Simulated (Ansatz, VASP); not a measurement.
**Two plane-wave programs on Hf**

```xyz
1
Lattice="0.0000 2.4920 1.7618 2.4920 0.0000 1.7618 2.4920 2.4920 0.0000" Properties=species:S:1:pos:R:3 pbc="T T T"
Hf    0.0000    0.0000    0.0000
```

Alike in both runs: task single point; functional LDA; k mesh 20 × 20 × 20; occupations gaussian, width 0.15 eV; no spin polarisation.

|  | VASP | Ansatz |
| --- | --- | --- |
| version | VASP 6.6.1 | Ansatz 0.2.0 |
| potentials or method | VASP PAW LDA potentials, release 64 (Hf_pv), cutoff 520 eV | scalar-relativistic, plane waves, PAW |
| valence electrons in the cell | 10 | 26 |

|  | VASP | Ansatz | Ansatz less VASP |
| --- | --- | --- | --- |
| gap on the k mesh at the Fermi level (eV) | none | none | - |
| pressure (GPa) | -7.0 | -7.0 | -0.04 |

LDA's correlation is that of Perdew and Zunger in VASP and of Perdew and Wang (1992) in Ansatz. A gap of «none» marks a metal or a gap that the smearing closes. VASP's potentials hold 10 valence electrons a cell and Ansatz's 26, so a difference there can come from the potentials and not from the codes.

Neither program's run includes spin-orbit coupling.
